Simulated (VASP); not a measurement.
The system is C.

```
C
1.0
     0.00000    1.83199    1.76577
     1.69955    0.00000    1.76577
     1.69955    1.83199    0.00000
C
2
Direct
  0.50000 0.50000 0.50000
  0.75000 0.75000 0.75000
```

This cell differs from its parent crystal: strain +e along x and -e along y -0.0375, strain +e along z and -e/2 along x and y +0.0000.

Base run:

| Property | Result |
| --- | --- |
| Program | VASP 6.6.1 |
| Functional | LDA |
| Potentials or basis | VASP PAW LDA potentials, release 64 (C) |
| Cutoff | 520 eV |
| k mesh | 12 × 12 × 12 |
| Occupations | gaussian, width 0.05 eV |
| Spin | no spin polarisation |

Its results: band gap on the k mesh 2.78 eV, indirect (least direct gap 4.65 eV); pressure 2.4 GPa.

Problem. The run is repeated on the same cell with these changes: potentials or basis from VASP PAW LDA potentials, release 64 (C) to VASP PAW LDA potentials, release 64 (C_h); cutoff from 520 eV to 910 eV. What comes out?

Solution. Band gap on the k mesh 2.78 eV, indirect (least direct gap 4.65 eV); pressure 1.5 GPa.

Caveats: the cutoff is under 1.25 times the usual one of these potentials, so pressure, stress and relaxed cells hold a basis-set (Pulay) error (some runs).

A k mesh can miss the band edges.
